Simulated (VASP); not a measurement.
Write the native input for VASP 6.6.1 that does the following.

| Property | Result |
| --- | --- |
| Task | single point |
| Functional | PBE |
| Potentials or basis | VASP PAW PBE potentials, release 64 (Si, O) |
| Cutoff | 520 eV |
| k mesh | 6 × 6 × 4 |
| Occupations | gaussian, width 0.1 eV |
| Spin | no spin polarisation |
| Dipole correction | no |
| Further INCAR settings | ALGO = Normal; EDIFF = 1e-06; NBANDS = 34 |

The structure of SiO2 lies in POSCAR:

```
SiO2
1.0
    5.1087452658      0.0000000028      0.0000000000
   -2.5543726354      4.4243031803      0.0000000000
    0.0000000000      0.0000000000      5.5881142762
Si O
3 6
Direct
    0.0000029513      0.5000014756      0.0000000000
    0.4999985244      0.5000014756      0.3333333333
    0.4999985244     -0.0000029513      0.6666666667
    0.7918430768      0.5836861536      0.1666666667
    0.2081705290      0.4163410581      0.1666666667
    0.7918430768      0.2081569232      0.8333333333
    0.2081705290      0.7918294710      0.8333333333
    0.4163138464      0.2081569232      0.5000000000
    0.5836589419      0.7918294710      0.5000000000
```

One way to write it, as run:

INCAR

```
SYSTEM = SiO2
PREC = Accurate
ENCUT = 520
EDIFF = 1E-6
ISMEAR = 0
SIGMA = 0.1
LREAL = .False.
LASPH = .True.
NELM = 60
ALGO = Normal
ISIF = 2
LWAVE = .False.
LCHARG = .True.
GGA = PE
LELF = .True.
LVHAR = .True.
NBANDS = 34
```

KPOINTS

```
Automatic mesh
0
Gamma
  6 6 4
  0 0 0
```

Potentials or basis: VASP PAW PBE potentials, release 64 (Si, O).

Launch:

```bash
$ cat potpaw_PBE.64/Si/POTCAR potpaw_PBE.64/O/POTCAR > POTCAR
$ mpirun -np 1 vasp_std > vasp.out
```

It gave:

The pressure is -0.2 GPa and the largest force is 0.013 eV/Å. The band gap on the k mesh is 5.54 eV, indirect (least direct gap 5.72 eV).

Wall time 38 s on 1 thread of Intel(R) Xeon(R) 6975P-C (Granite Rapids), with other jobs on the host, peak memory 0.26 GiB.
